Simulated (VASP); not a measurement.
# GaP (F-43m) in VASP: further runs, part 2 of 2

VASP 6.6.1. Earlier steps stand in the parts before.

### 3 Single point, r2SCAN

POSCAR

```
GaP
1.0
    0.0000000000      2.7254102088      2.7254102088
    2.7254102088      0.0000000000      2.7254102088
    2.7254102088      2.7254102088      0.0000000000
Ga P
1 1
Direct
    0.0000000000      0.0000000000      0.0000000000
    0.2500000000      0.2500000000      0.2500000000
```

INCAR.step1

```
SYSTEM = GaP
PREC = Accurate
ENCUT = 520
ISMEAR = 0
SIGMA = 0.01
LREAL = .False.
LASPH = .True.
NELM = 100
ISYM = 0
NBANDS = 16
GGA = PE
ALGO = Normal
EDIFF = 1E-4
LWAVE = .True.
LCHARG = .False.
```

INCAR.step2

```
SYSTEM = GaP
PREC = Accurate
ENCUT = 520
EDIFF = 1E-6
ISMEAR = 0
SIGMA = 0.01
LREAL = .False.
LASPH = .True.
NELM = 100
ALGO = Normal
ISIF = 2
LWAVE = .False.
LCHARG = .True.
METAGGA = R2SCAN
LMIXTAU = .True.
LELF = .True.
LVHAR = .True.
ISYM = 0
NBANDS = 16
ISTART = 1
```

KPOINTS

```
Automatic mesh
0
Gamma
  8 8 1
  0 0 0
```

Potentials or basis: VASP PAW PBE potentials, release 64 (Ga_d, P).

Launch:

```sh
> cat potpaw_PBE.64/Ga_d/POTCAR potpaw_PBE.64/P/POTCAR > POTCAR
> cp INCAR.step1 INCAR
> mpirun -np 1 vasp_std > vasp.out
> cp INCAR.step2 INCAR
> mpirun -np 1 vasp_std > vasp.out
```

OUTCAR:

```text
SYSTEM = GaP
   PREC = Accurate
   ENCUT = 520
   EDIFF = 1E-6
   ISMEAR = 0
   LREAL = .False.
   LASPH = .True.
   NELM = 100
   ISIF = 2
   METAGGA = R2SCAN
   ISYM = 0
   ISTART = 1

 ion  position               nearest neighbor table
   1  0.000  0.000  0.000-   2 2.36   2 2.36   2 2.36   2 2.36
   2  0.250  0.250  0.250-   1 2.36   1 2.36   1 2.36   1 2.36

IMPORTANT INFORMATION: All symmetrisations will be switched off!
NOSYMM: (Re-)initialisation of all symmetry stuff for point group C_1.

----------------------------------------------------------------------------------------

                                     Primitive cell

  volume of cell :      40.4879

  direct lattice vectors                    reciprocal lattice vectors
     0.000000000  2.725410209  2.725410209    -0.183458622  0.183458622  0.183458622
     2.725410209  0.000000000  2.725410209     0.183458622 -0.183458622  0.183458622
     2.725410209  2.725410209  0.000000000     0.183458622  0.183458622 -0.183458622

  length of vectors
     3.854312080  3.854312080  3.854312080     0.317759654  0.317759654  0.317759654

  position of ions in fractional coordinates (direct lattice)
     0.000000000  0.000000000  0.000000000
     0.250000000  0.250000000  0.250000000

  ion indices of the primitive-cell ions
   primitive index   ion index
                 1           1
                 2           2

----------------------------------------------------------------------------------------

 KPOINTS: Automatic mesh

Automatic generation of k-mesh.
 Grid dimensions read from file:
 generate k-points for:    8    8    1

 Generating k-lattice:

  Cartesian coordinates                     Fractional coordinates (reciprocal lattice)
    -0.022932328  0.022932328  0.022932328     0.125000000  0.000000000  0.000000000
     0.022932328 -0.022932328  0.022932328     0.000000000  0.125000000  0.000000000
     0.183458622  0.183458622 -0.183458622     0.000000000  0.000000000  1.000000000

  Length of vectors
     0.039719957  0.039719957  0.317759654

  Shift w.r.t. Gamma in fractional coordinates (k-lattice)
     0.000000000  0.000000000  0.000000000

 -----------------------------------------------------------------------------
|                                                                             |
|           W    W    AA    RRRRR   N    N  II  N    N   GGGG   !!!           |
|           W    W   A  A   R    R  NN   N  II  NN   N  G    G  !!!           |
|           W    W  A    A  R    R  N N  N  II  N N  N  G       !!!           |
|           W WW W  AAAAAA  RRRRR   N  N N  II  N  N N  G  GGG   !            |
|           WW  WW  A    A  R   R   N   NN  II  N   NN  G    G                |
|           W    W  A    A  R    R  N    N  II  N    N   GGGG   !!!           |
|                                                                             |
|     Your reciprocal lattice and k-lattice belong to different lattice       |
|     classes:                                                                |
|                                                                             |
|        The reciprocal lattice is body-centered cubic,                       |
|        whereas your k-lattice is base centered orthorhombic.                |
|                                                                             |
|     Results are often still useful ...                                      |
|                                                                             |
 -----------------------------------------------------------------------------

 WARNING: IBZKPT: internal override: KBLOWUP is changed to .FALSE.
      ... skipping the blow-up phase ...

 Subroutine IBZKPT returns following result:
 ===========================================

 Found     34 irreducible k-points:

 Following reciprocal coordinates:
            Coordinates               Weight
  0.000000  0.000000  0.000000      1.000000
  0.125000  0.000000  0.000000      2.000000
  0.250000  0.000000  0.000000      2.000000
  0.375000  0.000000  0.000000      2.000000
  0.500000  0.000000  0.000000      1.000000
  0.000000  0.125000  0.000000      2.000000
[... 16 lines left out ...]
  0.125000  0.375000  0.000000      2.000000
  0.250000  0.375000  0.000000      2.000000
 [... further k-points ...]
   k-points           NKPTS =     34   k-points in BZ     NKDIM =     34   number of bands    NBANDS=     16
   number of dos      NEDOS =    301   number of ions     NIONS =      2
   total plane-waves  NPLWV =  27000
   dimension x,y,z NGX =    30 NGY =   30 NGZ =   30
   dimension x,y,z NGXF=    60 NGYF=   60 NGZF=   60
   ions per type =               1   1
   NGX,Y,Z   is equivalent  to a cutoff of  12.94, 12.94, 12.94 a.u.
   NGXF,Y,Z  is equivalent  to a cutoff of  25.88, 25.88, 25.88 a.u.
 SYSTEM =  GaP
   PREC   = accura    normal or accurate (medium, high low for compatibility)
   ISTART =      1    job   : 0-new  1-cont  2-samecut
   ICHARG =      0    charge: 1-file 2-atom 10-const
   ISPIN  =      1    spin polarized calculation?
   LNONCOLLINEAR =      F non collinear calculations
   LSORBIT =      F    spin-orbit coupling
   LASPH  =      T    aspherical Exc in radial PAW
   ENCUT  =  520.0 eV  38.22 Ry    6.18 a.u.   7.17  7.17  7.17*2*pi/ulx,y,z
   NELM   =    100;   NELMIN=  2; NELMDL=  0     # of ELM steps
   EDIFF  = 0.1E-05   stopping-criterion for ELM
   LREAL  =      F    real-space projection
   EDIFFG = 0.1E-04   stopping-criterion for IOM
   NSW    =      0    number of steps for IOM
   IBRION =     -1    ionic relax: 0-MD 1-quasi-New 2-CG
   NFREE  =      0    steps in history (QN), initial steepest desc. (CG)
   ISIF   =      2    stress and relaxation
   ISYM   =      0    0-nonsym 1-usesym 2-fastsym
   POTIM  = 0.5000    time-step for ionic-motion
   TEBEG  =    0.0;   TEEND  =   0.0 temperature during run
   PSTRESS=    0.0 pullay stress
   NELECT =      18.0000    total number of electrons
   NUPDOWN=      -1.0000    fix difference up-down
   EMIN   =  10.00;   EMAX   =-10.00  energy-range for DOS
   EFERMI =   0.00;   METHOD = LEGACY
   ISMEAR =     0;   SIGMA  =   0.01  broadening in eV -4-tet -1-fermi 0-gaus
   EFERMI_NEDOS =   21; number of points for ismear=-14 and -15
   IALGO  =     38    algorithm
   IMIX   =      4    mixing-type and parameters
     AMIX     =   0.40;   BMIX     =  1.00
     AMIX_MAG =   1.60;   BMIX_MAG =  1.00
  volume/ion in A,a.u.               =      20.24       136.61
  Fermi-wavevector in a.u.,A,eV,Ry     =   1.249464  2.361145 21.240879  1.561161
  Thomas-Fermi vector in A             =   2.383503
   LORBIT       =      0    0 simple, 1 ext, 2 COOP (PROOUT), +10 PAW based schemes
   METAGGA = R2SCAN    functional components
   LHFCALC =     F    Hartree Fock is set to
   AEXX    =    0.0000 exact exchange contribution
   IVDW    =     0    specifies the selected vdW correction
   LEPSILON=     F    determine dielectric tensor
   LRPA    =     F    only Hartree local field effects (RPA)
 non-spin polarized calculation
 Gauss-broadening in eV      SIGMA  =   0.01
  energy-cutoff  :      520.00
  volume of cell :       40.49
 maximum number of plane-waves:      1106
 NGX is ok and might be reduce to    30
   NGX = 15   NGY = 15   NGZ = 15

 number of electron      17.9999989 magnetization

 Free energy of the ion-electron system (eV)
  ---------------------------------------------------
  ext. energy  EPLUGINS =         0.00000000
  ---------------------------------------------------
  free energy    TOTEN  =       -18.80600187 eV

  energy without entropy =      -18.80600187  energy(sigma->0) =      -18.80600187

 E-fermi :   4.8517     XC(G=0): -10.4560

 val. band max:        4.7167885658   @ k =   0.0000   0.0000   0.0000
 cond. band min:       6.4736188275   @ k =   0.5000   0.5000   0.0000
 fundamental gap:      1.7568302617
 Fermi energy:         4.8517231272

 k-point     1 :       0.0000    0.0000    0.0000
  band No.  band energies     occupation
      1     -10.5650      2.00000
      2     -10.5117      2.00000
      3     -10.4918      2.00000
      4     -10.4349      2.00000
      5     -10.3610      2.00000
      6      -8.3439      2.00000
[... 8 lines left out ...]
     15      14.7905      0.00000
     16      14.9215      0.00000
[... 419 lines left out ...]
 k-point    24 :       0.2500    0.3750    0.0000
  band No.  band energies     occupation
      1     -10.5807      2.00000
      2     -10.5089      2.00000
      3     -10.4690      2.00000
      4     -10.4662      2.00000
      5     -10.3463      2.00000
      6      -6.5734      2.00000
[... 8 lines left out ...]
     15      16.6113      0.00000
     16      18.3707      0.00000

 [... further k-points ...]
[... 5 lines left out ...]
  --------------------------------------------------------------------------------------
  -------------------------------------------------------------------------------------
  Total        2.7684294      2.7684281      1.8885190      2.3365353     -0.0005000     -0.0005021
  in kB      109.5515209    109.5514687     74.7319491     92.4607271     -0.0197861     -0.0198700
  external PRESSURE =      97.9449796 kB  Pullay stress =       0.0000000 kB

 VOLUME and BASIS-vectors are now :
 -----------------------------------------------------------------------------
  energy-cutoff  :      520.00
  volume of cell :       40.49
      direct lattice vectors                 reciprocal lattice vectors
     0.000000000  2.725410209  2.725410209    -0.183458622  0.183458622  0.183458622
     2.725410209  0.000000000  2.725410209     0.183458622 -0.183458622  0.183458622
     2.725410209  2.725410209  0.000000000     0.183458622  0.183458622 -0.183458622

 POSITION                                       TOTAL-FORCE (eV/Angst)
 -----------------------------------------------------------------------------------
      0.00000      0.00000      0.00000         0.000194      0.000189     -0.491336
      1.36271      1.36271      1.36271        -0.000194     -0.000189      0.491336
 -----------------------------------------------------------------------------------
    total drift:                                0.000024      0.000023      0.007277

  FREE ENERGIE OF THE ION-ELECTRON SYSTEM (eV)
  ---------------------------------------------------
  free  energy   TOTEN  =       -18.8060018671 eV

  energy  without entropy=      -18.8060018671  energy(sigma->0) =      -18.80600187
```

Run time: 46 s. Hardware: 1 thread of Intel Xeon 6975P-C (Granite Rapids), shared host; peak memory 0.18 GiB.

The run converged, but its numbers aren't listed here, since they failed a check.

Caveat: the k points lie up to 2.00 Å⁻¹ apart; the PAW data sets were made with another functional, which shifts forces and pressure a little.

### 4 Single point, r2SCAN

POSCAR is that of step 3.

INCAR.step1

```
SYSTEM = GaP
PREC = Accurate ; ENCUT = 520
ISMEAR = 0 ; SIGMA = 0.01
LREAL = .False. ; LASPH = .True.
NELM = 60 ; NBANDS = 16
ISYM = 0 ; GGA = PE
ALGO = Normal ; EDIFF = 1E-4
LWAVE = .True. ; LCHARG = .False.
```

INCAR.step2

```
SYSTEM = GaP
PREC = Accurate ; ENCUT = 520
EDIFF = 1E-6 ; ISMEAR = 0
SIGMA = 0.01 ; LREAL = .False.
LASPH = .True. ; NELM = 60
ALGO = Normal ; ISIF = 2
LWAVE = .False. ; LCHARG = .True.
METAGGA = R2SCAN ; LMIXTAU = .True.
LELF = .True. ; LVHAR = .True.
NBANDS = 16 ; ISYM = 0
ISTART = 1
```

KPOINTS

```
regular mesh
0
Gamma
  6 6 6
  0 0 0
```

Potentials or basis: VASP PAW PBE potentials, release 64 (Ga_d, P).

Launch:

```sh
> cat potpaw_PBE.64/Ga_d/POTCAR potpaw_PBE.64/P/POTCAR > POTCAR
> cp INCAR.step1 INCAR
> mpirun -np 1 vasp_std > vasp.out
> cp INCAR.step2 INCAR
> mpirun -np 1 vasp_std > vasp.out
```

OUTCAR:

```text
SYSTEM = GaP
   PREC = Accurate
   ENCUT = 520
   EDIFF = 1E-6
   ISMEAR = 0
   LREAL = .False.
   LASPH = .True.
   NELM = 60
   ISIF = 2
   METAGGA = R2SCAN
   ISYM = 0
   ISTART = 1

 ion  position               nearest neighbor table
   1  0.000  0.000  0.000-   2 2.36   2 2.36   2 2.36   2 2.36
   2  0.250  0.250  0.250-   1 2.36   1 2.36   1 2.36   1 2.36

IMPORTANT INFORMATION: All symmetrisations will be switched off!
NOSYMM: (Re-)initialisation of all symmetry stuff for point group C_1.

----------------------------------------------------------------------------------------

                                     Primitive cell

  volume of cell :      40.4879

  direct lattice vectors                    reciprocal lattice vectors
     0.000000000  2.725410209  2.725410209    -0.183458622  0.183458622  0.183458622
     2.725410209  0.000000000  2.725410209     0.183458622 -0.183458622  0.183458622
     2.725410209  2.725410209  0.000000000     0.183458622  0.183458622 -0.183458622

  length of vectors
[... 125 lines left out ...]
  ext. energy  EPLUGINS =         0.00000000
  ---------------------------------------------------
  free energy    TOTEN  =       -21.45100711 eV

  energy without entropy =      -21.45100711  energy(sigma->0) =      -21.45100711

 E-fermi :   4.5143     XC(G=0): -10.5459

 val. band max:        4.4655609029   @ k =   0.0000   0.0000   0.0000
 cond. band min:       6.3749390828   @ k =   0.5000   0.5000   0.0000
 fundamental gap:      1.9093781799
 Fermi energy:         4.5142635215

 k-point     1 :       0.0000    0.0000    0.0000
  band No.  band energies     occupation
      1     -10.5296      2.00000
      2     -10.5296      2.00000
      3     -10.5295      2.00000
      4     -10.4160      2.00000
      5     -10.4160      2.00000
      6      -8.5550      2.00000
[... 433 lines left out ...]
      3     -10.4970      2.00000
      4     -10.4276      2.00000
      5     -10.4055      2.00000
      6      -7.2574      2.00000
[... 8 lines left out ...]
     15      15.7618      0.00000
     16      16.7982      0.00000

 [... further k-points ...]
[... 5 lines left out ...]
  --------------------------------------------------------------------------------------
  -------------------------------------------------------------------------------------
  Total        0.0004364      0.0004358      0.0004351     -0.0003942     -0.0003952     -0.0003933
  in kB        0.0172696      0.0172463      0.0172174     -0.0155998     -0.0156378     -0.0155646
  external PRESSURE =       0.0172444 kB  Pullay stress =       0.0000000 kB

 VOLUME and BASIS-vectors are now :
 -----------------------------------------------------------------------------
  energy-cutoff  :      520.00
  volume of cell :       40.49
      direct lattice vectors                 reciprocal lattice vectors
     0.000000000  2.725410209  2.725410209    -0.183458622  0.183458622  0.183458622
     2.725410209  0.000000000  2.725410209     0.183458622 -0.183458622  0.183458622
     2.725410209  2.725410209  0.000000000     0.183458622  0.183458622 -0.183458622

 POSITION                                       TOTAL-FORCE (eV/Angst)
 -----------------------------------------------------------------------------------
      0.00000      0.00000      0.00000         0.000146      0.000147      0.000147
      1.36271      1.36271      1.36271        -0.000146     -0.000147     -0.000147
 -----------------------------------------------------------------------------------
    total drift:                                0.000030      0.000030      0.000030

  FREE ENERGIE OF THE ION-ELECTRON SYSTEM (eV)
  ---------------------------------------------------
  free  energy   TOTEN  =       -21.4510071076 eV

  energy  without entropy=      -21.4510071076  energy(sigma->0) =      -21.45100711
```

OUTCAR.step1:

```text
SYSTEM = GaP
   PREC = Accurate
   ENCUT = 520
   ISMEAR = 0
   LREAL = .False.
   LASPH = .True.
[... 641 lines left out ...]
      0.00000      0.00000      0.00000         0.000017      0.000010     -0.000016
      1.36271      1.36271      1.36271        -0.000017     -0.000010      0.000016
 -----------------------------------------------------------------------------------
    total drift:                               -0.000018      0.000046     -0.000071

  FREE ENERGIE OF THE ION-ELECTRON SYSTEM (eV)
  ---------------------------------------------------
  free  energy   TOTEN  =        -9.1024038911 eV

  energy  without entropy=       -9.1024038911  energy(sigma->0) =       -9.10240389
```

OSZICAR.step1:

```text
N       E                     dE             d eps       ncg     rms          rms(c)
DAV:   1     0.816111597791E+02    0.81611E+02   -0.89814E+03  3712   0.162E+03
DAV:   2    -0.297311203580E+01   -0.84584E+02   -0.80311E+02  4088   0.314E+02
DAV:   3    -0.927296889862E+01   -0.62999E+01   -0.62796E+01  4440   0.657E+01
DAV:   4    -0.937373326508E+01   -0.10076E+00   -0.10074E+00  4512   0.896E+00
DAV:   5    -0.937569386335E+01   -0.19606E-02   -0.19605E-02  4616   0.110E+00    0.425E+00
DAV:   6    -0.912926512770E+01    0.24643E+00   -0.38026E-01  5672   0.105E+01    0.282E+00
DAV:   7    -0.910155106502E+01    0.27714E-01   -0.96128E-02  4760   0.209E+00    0.112E+00
DAV:   8    -0.910192059124E+01   -0.36953E-03   -0.13685E-02  4160   0.141E+00    0.200E-01
DAV:   9    -0.910233315652E+01   -0.41257E-03   -0.13388E-03  4552   0.503E-01    0.803E-02
DAV:  10    -0.910240389106E+01   -0.70735E-04   -0.89320E-05  3592   0.119E-01
   1 F= -.91024039E+01 E0= -.91024039E+01  d E =-.112370E-47
```

It took 2.6 min on 1 thread of Intel Xeon 6975P-C (Granite Rapids), shared host; peak memory 0.22 GiB.

What came out:

```yaml
Free_energy: -21.4510 eV
Pressure: 0.0 GPa
Band_gap_on_the_k_mesh: 1.91 eV, indirect (least direct gap 2.34 eV)
```

Levels at points of the mesh, in eV from the valence-band top:
```csv
k point,band 6,band 7,band 8,band 9,band 10,band 11,band 12,band 13
"(0.00, 0.00, 0.00)",-13.02,0.00,0.00,0.00,2.34,4.19,4.19,4.19
"(0.50, 0.00, 0.00)",-10.86,-6.85,-1.17,-1.17,2.04,5.05,5.05,8.83
"(0.00, 0.50, 0.00)",-10.86,-6.85,-1.17,-1.17,2.04,5.05,5.05,8.83
"(0.00, 0.00, 0.50)",-10.86,-6.85,-1.17,-1.17,2.04,5.05,5.05,8.83
"(0.50, 0.50, 0.50)",-10.86,-6.85,-1.17,-1.17,2.04,5.05,5.05,8.83
"(0.50, 0.50, 0.00)",-9.92,-6.96,-2.80,-2.80,1.91,2.10,11.35,11.35
"(0.00, 0.50, 0.50)",-9.92,-6.96,-2.80,-2.80,1.91,2.10,11.35,11.35
"(0.50, 0.00, 0.50)",-9.92,-6.96,-2.80,-2.80,1.91,2.10,11.35,11.35
```

Caveat: the PAW data sets were made with another functional, which shifts forces and pressure a little.

### 5 How close it comes

Step 2. Against the measured gap of GaP, 2.34 eV (indirect; 10 K; quoted in “Stacking defects in GaP nanowires: Electronic structure and optical properties”, 2018, arxiv:1810.01194), the calculated 1.91 eV is off by -0.43 eV. Spin-orbit coupling on Ga is left out. The value is that of r2SCAN on a finite k mesh, which can miss the band edges, without temperature or zero-point motion.

Step 4. Measured gap of GaP: 2.34 eV (indirect; 10 K; quoted in “Stacking defects in GaP nanowires: Electronic structure and optical properties”, 2018, arxiv:1810.01194). This calculation gives 1.91 eV (-0.43 eV). Spin-orbit coupling on Ga is left out. The value is that of r2SCAN on a finite k mesh, which can miss the band edges, without temperature or zero-point motion.
